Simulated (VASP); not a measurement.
Write the native input for VASP 6.6.1 that does the following.

```
Task                   : single point
Functional             : LDA
Potentials or basis    : VASP PAW LDA potentials, release 64 (Mg_sv, O)
Cutoff                 : 840 eV
k mesh                 : 10 × 10 × 10
Occupations            : gaussian, width 0.01 eV
Spin                   : no spin polarisation
Dipole correction      : no
Further INCAR settings : ALGO = Normal; EDIFF = 1e-06; NBANDS = 15
```

The structure of MgO lies in POSCAR:

```
MgO
1.0
    2.6233491285      0.0000000000      0.0000000000
    0.0000000000      2.6233491285      0.0000000000
    0.0000000000      0.0000000000      2.6233491285
Mg O
1 1
Direct
    0.0000000000      0.0000000000      0.0000000000
    0.5000000000      0.5000000000      0.5000000000
```

One way to write it, as run:

INCAR

```
SYSTEM = MgO
  ALGO = Normal
  EDIFF = 1E-6
  ENCUT = 840
  GGA = CA
  GGA_COMPAT = .FALSE.
  ISIF = 2
  ISMEAR = 0
  LASPH = .TRUE.
  LCHARG = .FALSE.
  LREAL = .FALSE.
  LWAVE = .FALSE.
  NBANDS = 15
  NELM = 120
  PREC = Accurate
  SIGMA = 0.01
```

KPOINTS

```
k-points
0
G
  10 10 10
  0 0 0
```

Potentials or basis: VASP PAW LDA potentials, release 64 (Mg_sv, O).

Run with:

```console
$ cat potpaw_LDA.64/Mg_sv/POTCAR potpaw_LDA.64/O/POTCAR > POTCAR
$ mpirun -np 1 vasp_std > vasp.out
```

Results of the run:

```yaml
Pressure: -4.1 GPa
Band_gap_on_the_k_mesh: 2.59 eV (least direct gap 3.62 eV)
```

Caveat: the cell stands under tension; the structure was generated, so it needn't be the stable form of MgO.

It took 14 s on 1 thread of AMD EPYC 9R45 96-Core Processor (Zen 5) (shared host), peak memory 0.12 GiB.
